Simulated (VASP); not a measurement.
A run of VASP 6.6.1 is set up as follows.

POSCAR

```
Mo
1.0
   -1.5864190195      1.5864190195      1.5864190195
    1.5864190195     -1.5864190195      1.5864190195
    1.5864190195      1.5864190195     -1.5864190195
Mo
1
Direct
    0.0000000000      0.0000000000      0.0000000000
```

INCAR.step1

```
SYSTEM = Mo
ALGO     = Normal         ! electronic algorithm
EDIFF    = 1E-4           ! SCF threshold, eV
ENCUT    = 520            ! plane-wave cutoff, eV
GGA      = PE             ! functional
ISMEAR   = -1             ! smearing method
LASPH    = .TRUE.         ! aspherical terms in the spheres
LCHARG   = .FALSE.        ! write CHGCAR
LREAL    = .FALSE.        ! projectors in reciprocal space
LWAVE    = .TRUE.         ! write WAVECAR
NBANDS   = 13             ! bands
NELM     = 80             ! most SCF steps
PREC     = Accurate       ! precision mode
SIGMA    = 0.1            ! smearing width, eV
```

INCAR.step2

```
SYSTEM = Mo
ALGO     = Normal         ! electronic algorithm
EDIFF    = 1E-6           ! SCF threshold, eV
ENCUT    = 520            ! plane-wave cutoff, eV
ISIF     = 2              ! what is computed and relaxed
ISMEAR   = -1             ! smearing method
ISTART   = 1            
LASPH    = .TRUE.         ! aspherical terms in the spheres
LCHARG   = .TRUE.         ! write CHGCAR
LELF     = .TRUE.         ! ELF
LMIXTAU  = .TRUE.       
LREAL    = .FALSE.        ! projectors in reciprocal space
LVHAR    = .TRUE.       
LWAVE    = .FALSE.        ! write WAVECAR
METAGGA  = R2SCAN         ! meta-GGA
NBANDS   = 13             ! bands
NELM     = 80             ! most SCF steps
PREC     = Accurate       ! precision mode
SIGMA    = 0.1            ! smearing width, eV
```

Contents of KPOINTS:

```
k-points
0
G
  15 15 15
  0 0 0
```

Potentials or basis: VASP PAW PBE potentials, release 64 (Mo_sv).

Run with:

```console
$ cat potpaw_PBE.64/Mo_sv/POTCAR > POTCAR
$ cp INCAR.step1 INCAR
$ mpirun -np 1 vasp_std > vasp.out
$ cp INCAR.step2 INCAR
$ mpirun -np 1 vasp_std > vasp.out
```

Q: What does it give for the pressure?

A: -4.3 GPa.

Q: Predict the band gap on the k mesh.

A: Zero (band 7 reaches 15.93 eV, above the bottom of band 8 at 10.82 eV).

Caveat: the PAW data sets were made with another functional, which shifts forces and pressure a little.
